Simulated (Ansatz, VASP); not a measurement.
**ZrB: VASP beside Ansatz**

The input INCAR:

```
SYSTEM = ZrB
  PREC = Accurate
  ENCUT = 520
  EDIFF = 1E-6
  ISMEAR = 0
  SIGMA = 0.15
  LREAL = .FALSE.
  LASPH = .TRUE.
  NELM = 80
  ALGO = Normal
  ISIF = 2
  LWAVE = .FALSE.
  LCHARG = .TRUE.
  LELF = .TRUE.
  LVHAR = .TRUE.
  NBANDS = 14
```

The input KPOINTS:

```
Automatic mesh
0
G
  16 16 16
  0 0 0
```

Contents of POSCAR:

```
ZrB
1.0
    0.0000000000      2.4153850465      2.5040296777
    2.5844619998      0.0000000000      2.5040296777
    2.5844619998      2.4153850465      0.0000000000
Zr B
1 1
Direct
    0.0000000000      0.0000000000      0.0000000000
    0.5000000000      0.5000000000      0.5000000000
```

Input for Ansatz:

```yaml
crystal:
  lattice:
    - [0.0, 2.4153850465, 2.5040296777]
    - [2.5844619998, 0.0, 2.5040296777]
    - [2.5844619998, 2.4153850465, 0.0]
  atoms:
    - { symbol: Zr, position: [0.0, 0.0, 0.0] }
    - { symbol: B, position: [0.5, 0.5, 0.5] }
basis:
  ecutwfc: 520.0
kpoints:
  mp_grid: { grid: [16, 16, 16] }
hamiltonian:
  xc: lda
scf:
  occupations: { method: gaussian, width: 0.15 }
output:
  forces: true
  stress: true
  eigenvalues: true
```

Change from the starting cell: normal strain along x +0.0700, normal strain along z +0.0367.

Alike in both runs: task single point; functional LDA; k mesh 16 × 16 × 16; occupations gaussian, width 0.15 eV; no spin polarisation.

|  | VASP | Ansatz |
| --- | --- | --- |
| version | VASP 6.6.1 | Ansatz 0.2.0 |
| potentials or method | VASP PAW LDA potentials, release 64 (Zr_sv, B), cutoff 520 eV | scalar-relativistic, plane waves, PAW |
| valence electrons in the cell | 15 | 15 |

VASP gave:

| Item | Value |
| --- | --- |
| gap on the k mesh at the Fermi level (eV) | none |
| pressure (GPa) | -13.9 |
| traceless stress, the component that is largest in VASP (GPa) | 8.06 |

Task: What did Ansatz give for the same quantities?

Result: gap on the k mesh at the Fermi level (eV): none; pressure (GPa): -14.2; traceless stress, the component that is largest in VASP (GPa): 8.01.

LDA's correlation is that of Perdew and Zunger in VASP and of Perdew and Wang (1992) in Ansatz. A gap of «none» marks a metal or a gap that the smearing closes.
